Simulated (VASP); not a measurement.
# Al7FeN8 (a cell with a defect) in VASP: a series of runs, part 2 of 2

VASP 6.6.1.

## Step 4: Single point, PBE, collinear spin, ferromagnetic start

Contents of INCAR:

```
PREC = Accurate ; ENCUT = 520
EDIFF = 1E-7 ; ISMEAR = 0
SIGMA = 0.01 ; LREAL = Auto
LASPH = T ; NELM = 150
ALGO = Normal ; ISIF = 2
LWAVE = F ; LCHARG = F
ISPIN = 2 ; MAGMOM = 4 0 0 0 0 0 0 0 0 0 0 0 0 0 0 0
LORBIT = 11 ; LMAXMIX = 4
GGA = PE ; NELECT = 70.0
NBANDS = 52
```

Contents of KPOINTS:

```
Automatic mesh
0
Gamma
  2 2 2
```

Contents of POSCAR:

```
Al7FeN8
1.0
    0.0000000000      0.0000000000      5.0180433215
    6.2604168406      0.0000000000      0.0000000000
   -3.1302084203      5.4216800223      0.0000000000
Fe Al N
1 7 8
Direct
    0.5033755135      0.3329674874      0.1641013864
    0.4956793876      0.3317222178      0.6635260114
    0.4966916441      0.8356228115      0.1673674568
    0.4966771983      0.8356163305      0.6635815439
    1.0011485841      0.1688595201      0.3318794525
    1.0011039341      0.1688560035      0.8323584876
    1.0034744188      0.6683823952      0.3318810357
    0.9969184403      0.6682492791      0.8318071919
    0.9074931078      0.3359696701      0.1656982094
    0.8766207438      0.3364255754      0.6659023206
    0.8778295619      0.8343934008      0.1638675194
    0.8778229084      0.8344059806      0.6659000066
    0.3734622304      0.1584886057      0.3401420612
    0.3734386386      0.1584769168      0.8136761938
    0.3760627141      0.6846589045      0.3400012476
    0.3777795041      0.6677169785      0.8315290271
```

Potentials or basis: VASP PAW PBE potentials, release 64 (Fe, Al, N).

Started as:

```
$ cat potpaw_PBE.64/Fe/POTCAR potpaw_PBE.64/Al/POTCAR potpaw_PBE.64/N/POTCAR > POTCAR
$ mpirun -np 1 vasp_std > vasp.out
```

OUTCAR:

```text
PREC = Accurate
   ENCUT = 520
   EDIFF = 1E-7
   ISMEAR = 0
   LREAL = Auto
   LASPH = T
   NELM = 150
   ISIF = 2
   ISPIN = 2
   LORBIT = 11
   GGA = PE
   NELECT = 70.0

 ion  position               nearest neighbor table
   1  0.503  0.333  0.164-  14 2.01  13 2.01  15 2.01   9 2.03   6 3.08   5 3.08   6 3.10   5 3.10
                             7 3.10   7 3.10   4 3.12   3 3.12   2 3.13   2 3.13   3 3.14   4 3.14
   2  0.496  0.332  0.664-  13 1.86  14 1.86  10 1.91  16 1.92   5 3.06   6 3.06   8 3.10   3 3.11
                             4 3.11   8 3.11   6 3.11   5 3.11   1 3.13   1 3.13   4 3.15   3 3.15
   3  0.497  0.836  0.167-  15 1.86  13 1.86  11 1.91  16 1.92   7 3.06   5 3.07   8 3.10   8 3.10
                             2 3.11   4 3.11   5 3.11   7 3.11   1 3.12   1 3.14   4 3.15   2 3.15
   4  0.497  0.836  0.664-  15 1.86  14 1.86  12 1.91  16 1.92   7 3.06   6 3.07   8 3.10   8 3.10
                             2 3.11   3 3.11   6 3.11   7 3.11   1 3.12   1 3.14   3 3.15   2 3.15
   5  0.001  0.169  0.332-   9 1.87  13 1.87  10 1.92  11 1.92   2 3.06   3 3.07   1 3.08   1 3.10
                             2 3.11   3 3.11   6 3.13   7 3.13   8 3.13   8 3.13   6 3.13   7 3.13
   6  0.001  0.169  0.832-   9 1.87  14 1.87  10 1.92  12 1.92   2 3.06   4 3.07   1 3.08   1 3.10
                             2 3.11   4 3.11   5 3.13   7 3.13   8 3.13   8 3.13   7 3.13   5 3.13
[... 1050 lines left out ...]
      direct lattice vectors                 reciprocal lattice vectors
     0.000000000  0.000000000  5.018043322     0.000000000  0.000000000  0.199280862
     6.260416841  0.000000000  0.000000000     0.159733773  0.092222337  0.000000000
    -3.130208420  5.421680022  0.000000000     0.000000000  0.184444673  0.000000000

 POSITION                                       TOTAL-FORCE (eV/Angst)
 -----------------------------------------------------------------------------------
      1.57084      0.88971      2.52596         0.003512      0.004683     -0.005125
     -0.00026      3.59743      2.48734        -0.000140     -0.000039     -0.002125
      4.70745      0.90741      2.49242         0.000972     -0.000505     -0.000281
      3.15416      3.59773      2.49235        -0.000801     -0.000195      0.000236
      0.01828      1.79934      0.00576        -0.001492     -0.002378      0.001329
     -1.54835      4.51278      0.00554        -0.003395      0.004843      0.003785
[... 8 lines left out ...]
      3.22198      1.84338      1.88710         0.030837      0.016547     -0.013690
      1.57733      4.50828      1.89571        -0.001595     -0.001063      0.006688
 -----------------------------------------------------------------------------------
    total drift:                                0.000367      0.003607      0.001791

  FREE ENERGIE OF THE ION-ELECTRON SYSTEM (eV)
  ---------------------------------------------------
  free  energy   TOTEN  =      -111.5207031178 eV

  energy  without entropy=     -111.5205517713  energy(sigma->0) =     -111.52062744

 total charge

# of ion       s       p       d       tot
------------------------------------------
    1        0.409   0.540   6.197   7.146
    2        0.376   0.454   0.000   0.829
    3        0.376   0.454   0.000   0.831
    4        0.377   0.454   0.000   0.831
    5        0.373   0.448   0.000   0.821
    6        0.373   0.448   0.000   0.821
[... 8 lines left out ...]
   15        1.227   2.635   0.000   3.862
   16        1.221   2.635   0.000   3.856
--------------------------------------------------
tot         12.820  24.774   6.197  43.791

 magnetization (x)

# of ion       s       p       d       tot
------------------------------------------
    1        0.020   0.093   3.148   3.261
    2        0.001   0.003   0.000   0.005
    3        0.001   0.003   0.000   0.003
    4        0.001   0.003   0.000   0.003
    5        0.002   0.004   0.000   0.006
    6        0.002   0.003   0.000   0.006
[... 8 lines left out ...]
   15        0.005   0.070   0.000   0.076
   16       -0.000   0.002   0.000   0.002
--------------------------------------------------
tot          0.051   0.395   3.148   3.594
```

stdout:

```text
POSCAR found type information on POSCAR FeAlN
 POSCAR found :  3 types and      16 ions
 scaLAPACK will be used
 LDA part: xc-table for (Slater+PW92), standard interpolation
 POSCAR, INCAR and KPOINTS ok, starting setup
 FFT: planning ... GRIDC
 FFT: planning ... GRID_SOFT
 FFT: planning ... GRID
 WAVECAR not read
 entering main loop
 the old and the new charge density differ
 old charge density:    69.00000 new   70.00000
    0.318E+01
```

Wall time 6.2 min (1 thread of Intel Xeon Platinum 8559C (Emerald Rapids), shared host); peak memory 0.4 GiB.

What came out:

```yaml
Free_energy: -111.5207 eV
Largest_force: 0.038 eV/Å
Net_moment: 4.00 μB per cell
Site_moments: Fe +3.26; Al +0.01, +0.00 (each value once); N +0.06, +0.00, +0.01, +0.07, +0.08 (each value once) μB
Valence_electrons_inside_the_program's_atomic_spheres: Fe 7.15; Al 0.83, 0.82 (each value once); N 3.85, 3.86 (each value once)
```

Forces on the atoms (eV/Å):
```
Fe   0.004  0.005 -0.005
Al   0.000  0.000 -0.002
Al   0.001 -0.001  0.000
Al  -0.001  0.000  0.000
Al  -0.001 -0.002  0.001
Al  -0.003  0.005  0.004
Al  -0.002  0.000 -0.002
Al   0.001  0.000 -0.001
N   -0.003 -0.005  0.028
N    0.000 -0.001  0.000
N    0.001 -0.001 -0.003
N   -0.001  0.001 -0.004
N   -0.028  0.019 -0.004
N    0.004 -0.036 -0.005
N    0.031  0.017 -0.014
N   -0.002 -0.001  0.007
```

Levels at points of the mesh, in eV from the Fermi level:
Spin up:
| k point | band 33 | band 34 | band 35 | band 36 | band 37 | band 38 | band 39 | band 40 | band 41 | band 42 |
| --- | --- | --- | --- | --- | --- | --- | --- | --- | --- | --- |
| (0.00, 0.00, 0.00) | -2.49 | -2.07 | -1.91 | -1.09 | -1.06 | 1.09 | 2.76 | 2.77 | 2.89 | 3.26 |
| (0.50, 0.00, 0.00) | -2.57 | -2.13 | -1.21 | -1.19 | -1.10 | 2.26 | 2.26 | 2.41 | 2.75 | 2.91 |
| (0.00, 0.50, 0.00) | -2.51 | -1.95 | -1.90 | -1.79 | -1.23 | 3.02 | 3.05 | 3.11 | 3.20 | 4.50 |
| (0.00, 0.00, 0.50) | -2.37 | -2.02 | -1.98 | -1.80 | -1.21 | 3.02 | 3.08 | 3.12 | 3.20 | 4.50 |
| (0.00, 0.50, 0.50) | -2.37 | -2.02 | -1.98 | -1.80 | -1.21 | 3.02 | 3.08 | 3.12 | 3.20 | 4.50 |
| (0.50, 0.50, 0.00) | -2.67 | -2.12 | -2.03 | -1.41 | -0.92 | 3.39 | 3.49 | 3.52 | 3.60 | 3.80 |
| (0.50, 0.00, 0.50) | -2.54 | -2.19 | -2.11 | -1.38 | -0.92 | 3.40 | 3.49 | 3.51 | 3.61 | 3.82 |
| (0.50, 0.50, 0.50) | -2.54 | -2.19 | -2.11 | -1.38 | -0.92 | 3.40 | 3.49 | 3.51 | 3.61 | 3.82 |
Spin down:
| k point | band 30 | band 31 | band 32 | band 33 | band 34 | band 35 | band 36 | band 37 |
| --- | --- | --- | --- | --- | --- | --- | --- | --- |
| (0.00, 0.00, 0.00) | -3.34 | -3.31 | -3.12 | -0.08 | -0.04 | 0.50 | 0.99 | 1.09 |
| (0.50, 0.00, 0.00) | -3.67 | -3.41 | -3.40 | -0.04 | 0.01 | 0.81 | 0.88 | 1.30 |
| (0.00, 0.50, 0.00) | -3.44 | -3.38 | -3.31 | -0.08 | 0.12 | 0.70 | 0.95 | 0.96 |
| (0.00, 0.00, 0.50) | -3.43 | -3.38 | -3.29 | -0.11 | 0.15 | 0.72 | 0.80 | 1.07 |
| (0.00, 0.50, 0.50) | -3.43 | -3.38 | -3.29 | -0.11 | 0.15 | 0.72 | 0.80 | 1.07 |
| (0.50, 0.50, 0.00) | -3.85 | -3.37 | -3.36 | 0.02 | 0.06 | 0.66 | 0.93 | 1.60 |
| (0.50, 0.00, 0.50) | -3.85 | -3.37 | -3.34 | -0.01 | 0.10 | 0.57 | 1.00 | 1.60 |
| (0.50, 0.50, 0.50) | -3.85 | -3.37 | -3.34 | -0.01 | 0.10 | 0.57 | 1.00 | 1.60 |

Caveat: the k points lie up to 0.63 Å⁻¹ apart; the cell carries a net charge on a neutralising background, which shifts energy and pressure; the cell is charged against a uniform background, so pressure and absolute levels hang on convention.
